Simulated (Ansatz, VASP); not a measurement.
**Two plane-wave programs on Na3LaN2**

```
Na La N
1.0
     4.46004    0.00000    0.00000
     0.00000    4.46004    0.00000
     0.00000    0.00000    5.99125
Na La N
3 1 2
Direct
  0.50000 0.00000 0.55597
  0.00000 0.50000 0.44403
  0.50000 0.50000 0.00000
  0.00000 0.00000 0.00000
  0.50000 0.00000 0.17351
  0.00000 0.50000 0.82649
```

Change from the starting cell: species swapped into the Ti2CuSb3 type (P-4m2, No. 115).

Alike in both runs: functional PBE; k mesh 8 × 8 × 6; occupations gaussian, width 0.1 eV; no spin polarisation.

Ansatz relaxed the structure, and its values are those at the end. VASP's run is a single point on that final structure, the one shown.

|  | VASP | Ansatz |
| --- | --- | --- |
| version | VASP 6.6.1 | Ansatz 0.2.0 |
| potentials or method | VASP PAW PBE potentials, release 64 (Na_pv, La, N), cutoff 520 eV | scalar-relativistic, plane waves, PAW |
| valence electrons in the cell | 42 | 48 |

|  | VASP | Ansatz | Ansatz less VASP |
| --- | --- | --- | --- |
| gap on the k mesh at the Fermi level (eV) | none | none | - |
| pressure (GPa) | 0.0 | 0.0 | +0.02 |
| rms of the force components (eV/Å) | 0.006 | 0.002 | -0.0046 |

A gap of «none» marks a metal or a gap that the smearing closes. VASP's potentials hold 42 valence electrons a cell and Ansatz's 48, so a difference there can come from the potentials and not from the codes.

Neither program's run includes spin-orbit coupling.
